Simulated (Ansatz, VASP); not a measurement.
# One calculation of BeTe, two programs

INCAR

```
SYSTEM = BeTe
PREC     = Accurate       ! precision mode
ENCUT    = 520            ! plane-wave cutoff, eV
EDIFF    = 1E-7           ! SCF threshold, eV
ISMEAR   = 0              ! smearing method
SIGMA    = 0.1            ! smearing width, eV
LREAL    = Auto         
LASPH    = .TRUE.         ! aspherical terms in the spheres
NELM     = 100            ! most SCF steps
ALGO     = Normal         ! electronic algorithm
ISIF     = 2              ! what is computed and relaxed
LWAVE    = .FALSE.        ! write WAVECAR
LCHARG   = .FALSE.        ! write CHGCAR
GGA      = PE             ! functional
NBANDS   = 46             ! bands
```

Contents of KPOINTS:

```
Automatic mesh
0
G
  4 4 4
  0 0 0
```

The input POSCAR:

```
BeTe
1.0
    6.5226159000      0.0000000000      0.0000000000
    0.0000000000      6.5397180400      0.0000000000
    0.0000000000      0.0000000000      7.4379175200
Be Te
8 8
Direct
    0.4095200300      0.1730887100      0.8662118200
    0.9095200300      0.3269112900      0.1337881800
    0.5904799700      0.8269112900      0.1337881800
    0.0904799700      0.6730887100      0.8662118200
    0.0904799700      0.8269112900      0.3662118200
    0.5904799700      0.6730887100      0.6337881800
    0.4095200300      0.3269112900      0.3662118200
    0.9095200300      0.1730887100      0.6337881800
    0.0904799700      0.3269112900      0.8662118200
    0.5904799700      0.1730887100      0.1337881800
    0.4095200300      0.8269112900      0.8662118200
    0.9095200300      0.6730887100      0.1337881800
    0.4095200300      0.6730887100      0.3662118200
    0.9095200300      0.8269112900      0.6337881800
    0.5904799700      0.3269112900      0.6337881800
    0.0904799700      0.1730887100      0.3662118200
```

Input for Ansatz:

```yaml
crystal:
  lattice:
    - [6.5226159, 0.0, 0.0]
    - [0.0, 6.53971804, 0.0]
    - [0.0, 0.0, 7.43791752]
  atoms:
    - { symbol: Be, position: [0.40952003, 0.17308871, 0.86621182] }
    - { symbol: Be, position: [0.90952003, 0.32691129, 0.13378818] }
    - { symbol: Be, position: [0.59047997, 0.82691129, 0.13378818] }
    - { symbol: Be, position: [0.09047997, 0.67308871, 0.86621182] }
    - { symbol: Be, position: [0.09047997, 0.82691129, 0.36621182] }
    - { symbol: Be, position: [0.59047997, 0.67308871, 0.63378818] }
    - { symbol: Be, position: [0.40952003, 0.32691129, 0.36621182] }
    - { symbol: Be, position: [0.90952003, 0.17308871, 0.63378818] }
    - { symbol: Te, position: [0.09047997, 0.32691129, 0.86621182] }
    - { symbol: Te, position: [0.59047997, 0.17308871, 0.13378818] }
    - { symbol: Te, position: [0.40952003, 0.82691129, 0.86621182] }
    - { symbol: Te, position: [0.90952003, 0.67308871, 0.13378818] }
    - { symbol: Te, position: [0.40952003, 0.67308871, 0.36621182] }
    - { symbol: Te, position: [0.90952003, 0.82691129, 0.63378818] }
    - { symbol: Te, position: [0.59047997, 0.32691129, 0.63378818] }
    - { symbol: Te, position: [0.09047997, 0.17308871, 0.36621182] }
basis:
  ecutwfc: 420
kpoints:
  mp_grid: { grid: [4, 4, 4] }
hamiltonian:
  xc: pbe
scf:
  occupations: { method: gaussian, width: 0.1 }
  lower_state_search: "off"
output:
  forces: true
  stress: true
  eigenvalues: true
```

Alike in both runs: task single point; functional PBE; k mesh 4 × 4 × 4; occupations gaussian, width 0.1 eV; no spin polarisation.

```csv
,VASP,Ansatz
version,VASP 6.6.1,Ansatz 0.2.0
potentials or method,"VASP PAW PBE potentials, release 64 (Be, Te), cutoff 520 eV","scalar-relativistic, plane waves, PAW"
valence electrons in the cell,64,144
```

|  | VASP | Ansatz | Ansatz less VASP |
| --- | --- | --- | --- |
| gap on the k mesh at the Fermi level (eV) | 1.51 | 1.54 | +0.023 |
| least direct gap on the mesh (eV) | 1.65 | 1.68 | +0.022 |
| pressure (GPa) | 15.7 | 15.4 | -0.26 |
| traceless stress, the component that is largest in VASP (GPa) | 2.83 | 2.77 | -0.063 |
| rms of the force components (eV/Å) | 0.693 | 0.686 | -0.0075 |

Atom by atom the forces differ by 0.008 eV/Å (rms over components). The functional is the same, so the differences come from potentials, cutoffs and numerics. VASP's potentials hold 64 valence electrons a cell and Ansatz's 144, so a difference there can come from the potentials and not from the codes.

Spin-orbit coupling is off throughout.
